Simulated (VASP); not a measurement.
Wanted: the native input for a VASP 6.6.1 run.

* Task: single point
* Functional: PBE
* Potentials or basis: VASP PAW PBE potentials, release 64 (P)
* Cutoff: 500 eV
* k mesh: 12 × 12 × 12
* Occupations: fermi-dirac, width 0.1 eV
* Spin: no spin polarisation
* Dipole correction: no
* Further INCAR settings: ALGO = Normal; EDIFF = 1e-06; NBANDS = 12

The structure of P lies in POSCAR:

```
P
1.0
    0.0000000000      2.1780050689      2.1780050689
    2.1780050689      0.0000000000      2.1780050689
    2.1780050689      2.1780050689      0.0000000000
P
2
Direct
   -0.1250000000     -0.1250000000     -0.1250000000
    0.1250000000      0.1250000000      0.1250000000
```

This isn't the form of P at room conditions, which is orthorhombic.

These files were run (other wordings do the same):

INCAR

```
ALGO = Normal
EDIFF = 1E-6
ENCUT = 500
GGA = PE
GGA_COMPAT = False
ISIF = 2
ISMEAR = -1
LASPH = True
LCHARG = False
LREAL = False
LWAVE = False
NBANDS = 12
NELM = 120
PREC = Accurate
SIGMA = 0.1
```

KPOINTS

```
k-points
0
Gamma
  12 12 12
```

Potentials or basis: VASP PAW PBE potentials, release 64 (P).

Launch:

```console
$ cat potpaw_PBE.64/P/POTCAR > POTCAR
$ mpirun -np 1 vasp_std > vasp.out
```

It gave:

```
Pressure               : 151.8 GPa
Band gap on the k mesh : zero (bands 5 and 6 overlap by 4.97 eV)
```

Caveat: the cell stands under pressure.

It took 39 s on 1 thread of AMD EPYC 7R13 (shared host), peak memory 0.11 GiB.
